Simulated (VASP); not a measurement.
A run of VASP 6.6.1 is set up as follows.

INCAR

```
  ALGO = Normal
  EDIFF = 1E-6
  ENCUT = 520
  GGA = PE
  ISIF = 2
  ISMEAR = 0
  LASPH = T
  LCHARG = F
  LREAL = F
  LWAVE = F
  NBANDS = 28
  NELM = 100
  PREC = Accurate
  SIGMA = 0.05
```

File KPOINTS:

```
k-points
0
Gamma
  8 8 8
```

Contents of POSCAR:

```
SrTiO3
1.0
    3.9954496217      0.0000000000      0.0000000000
    0.0000000000      3.9954496217      0.0000000000
    0.0000000000      0.0000000000      4.0544956752
Sr Ti O
1 1 3
Direct
    0.0000000000      0.0000000000      0.0000000000
    0.5000000000      0.5000000000      0.5000000000
    0.0000000000      0.5000000000      0.5000000000
    0.5000000000      0.0000000000      0.5000000000
    0.5000000000      0.5000000000      0.0000000000
```

Potentials or basis: VASP PAW PBE potentials, release 64 (Sr_sv, Ti_sv, O).

Command:

```console
$ cat potpaw_PBE.64/Sr_sv/POTCAR potpaw_PBE.64/Ti_sv/POTCAR potpaw_PBE.64/O/POTCAR > POTCAR
$ mpirun -np 1 vasp_std > vasp.out
```

Problem. Estimate the band gap on the k mesh.

Solution. 1.67 eV (least direct gap 2.08 eV).

Problem. Predict the pressure.

Solution. -8.3 GPa.

Stress tensor (GPa, compression positive):
```
-7.51  0.00  0.00
 0.00 -7.51  0.00
 0.00  0.00 -9.86
```

Caveat: the cell differs from its parent crystal (strain +0.015 along x and y, +0.030 along z); the cell stands under tension. A k mesh can miss the band edges.
